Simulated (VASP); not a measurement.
A run of VASP 6.6.1 is set up as follows.

INCAR

```
ALGO = Normal
EDIFF = 1E-6
ENCUT = 520
GGA = PE
ISIF = 2
ISMEAR = 0
LASPH = True
LCHARG = True
LELF = True
LREAL = False
LVHAR = True
LWAVE = False
NBANDS = 22
NELM = 100
PREC = Accurate
SIGMA = 0.1
```

The input KPOINTS:

```
k-points
0
Gamma
  6 6 6
```

The input POSCAR:

```
AgPd2
1.0
    0.0000000000      3.0767614146      3.0767614146
    3.0767614146      0.0000000000      3.0767614146
    3.0767614146      3.0767614146      0.0000000000
Ag Pd
1 2
Direct
    0.0000000000      0.0000000000      0.0000000000
    0.2500000000      0.2500000000      0.2500000000
    0.7500000000      0.7500000000      0.7500000000
```

Potentials or basis: VASP PAW PBE potentials, release 64 (Ag, Pd).

The run is started by

```bash
$ cat potpaw_PBE.64/Ag/POTCAR potpaw_PBE.64/Pd/POTCAR > POTCAR
$ mpirun -np 1 vasp_std > vasp.out
```

Q: What does it give for the band gap on the k mesh?

A: Zero (an odd number of electrons rules out a gap without spin polarisation).

Q: Predict the pressure.

A: -0.2 GPa.
